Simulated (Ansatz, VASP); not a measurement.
# One calculation of Ag, two programs

Contents of INCAR:

```
SYSTEM = Ag
PREC = Accurate ; ENCUT = 520
EDIFF = 1E-6 ; ISMEAR = -1
SIGMA = 0.1 ; LREAL = .False.
LASPH = .True. ; NELM = 80
ALGO = Normal ; ISIF = 2
LWAVE = .False. ; LCHARG = .False.
GGA = RE ; NBANDS = 12
```

KPOINTS

```
regular mesh
0
Gamma
  15 15 15
  0 0 0
```

Contents of POSCAR:

```
Ag
1.0
   -1.6006019693      1.6006019693      1.6006019693
    1.6006019693     -1.6006019693      1.6006019693
    1.6006019693      1.6006019693     -1.6006019693
Ag
1
Direct
    0.0000000000      0.0000000000      0.0000000000
```

Input for Ansatz:

```yaml
crystal:
  lattice:
    - [-1.6006019693, 1.6006019693, 1.6006019693]
    - [1.6006019693, -1.6006019693, 1.6006019693]
    - [1.6006019693, 1.6006019693, -1.6006019693]
  atoms:
    - { symbol: Ag, position: [0.0, 0.0, 0.0] }
hamiltonian:
  xc: revpbe
  pseudopotentials:
    kind: paw
    azcp:
      Ag: "pseudopotentials/Ag.paw.azcp"
basis:
  ecutwfc: 420
  fft_grid_basis: typed
kpoints:
  mp_grid: { grid: [15, 15, 15], shift: [0, 0, 0] }
magnetization:
  spin_polarized: false
scf:
  occupations: { method: fermi_dirac, width: 0.1 }
  lower_state_search: "off"
output:
  stress: true
```

Alike in both runs: task single point; functional revPBE; k mesh 15 × 15 × 15; occupations fermi-dirac, width 0.1 eV; no spin polarisation.

```csv
,VASP,Ansatz
version,VASP 6.6.1,Ansatz 0.2.0
potentials or method,"VASP PAW PBE potentials, release 64 (Ag), cutoff 520 eV","plane waves (420 eV) with PAW, scalar-relativistic"
valence electrons in the cell,11,19
```

```tsv
	VASP	Ansatz	Ansatz less VASP
pressure (GPa)	13.5	13.7	+0.22
```

VASP's potentials were made for PBE, not for revPBE. VASP's potentials hold 11 valence electrons a cell and Ansatz's 19, so a difference there can come from the potentials and not from the codes.
